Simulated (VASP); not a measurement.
Here is a VASP 6.6.1 calculation.

INCAR

```
SYSTEM = AlN
ALGO = Normal
EDIFF = 1E-6
ENCUT = 520
GGA = PE
ISIF = 2
ISMEAR = 0
ISYM = 0
LASPH = .True.
LCHARG = .False.
LREAL = .False.
LWAVE = .False.
NBANDS = 26
NELM = 60
PREC = Accurate
SIGMA = 0.05
```

KPOINTS

```
k-points
0
Gamma
  8 8 8
  0 0 0
```

POSCAR

```
AlN
1.0
   -3.0886152975      0.0000000000      0.0000000000
    0.0000000000      5.3496386204      0.0000000000
    1.5443076488     -2.6748193102     -4.9435842666
Al N
4 4
Direct
    1.0085348615      0.3266874688      0.9984853431
    0.5085348615      0.8266874688      0.9984853431
    0.2399504816      0.9217978744      0.4984853431
    0.7399504816      0.4217978744      0.4984853431
    0.7999607402      0.1288765820      0.6165087653
    0.2999607402      0.6288765820      0.6165087653
    0.0665480251      0.7376321833      0.1165087653
    0.5665480251      0.2376321833      0.1165087653
```

Potentials or basis: VASP PAW PBE potentials, release 64 (Al, N).

Launch:

```sh
$ cat potpaw_PBE.64/Al/POTCAR potpaw_PBE.64/N/POTCAR > POTCAR
$ mpirun -np 1 vasp_std > vasp.out
```

Predict the largest force.

1.368 eV/Å.

Estimate the pressure.

9.8 GPa.

Predict the band gap on the k mesh.

4.35 eV.

Forces in eV/Å, atoms in the order of the input:
```
Al   0.183  1.212  0.145
Al   0.183  1.212  0.145
Al  -0.183 -1.212  0.145
Al  -0.183 -1.212  0.145
N   -0.067  1.359 -0.145
N   -0.067  1.359 -0.145
N    0.067 -1.359 -0.145
N    0.067 -1.359 -0.145
```

Caveat: the cell stands under pressure; forces of over 1 eV/Å act on the atoms, so gaps and moduli don't describe the material at rest. Expect the measured gap to be larger: semilocal functionals such as PBE lack the derivative discontinuity.
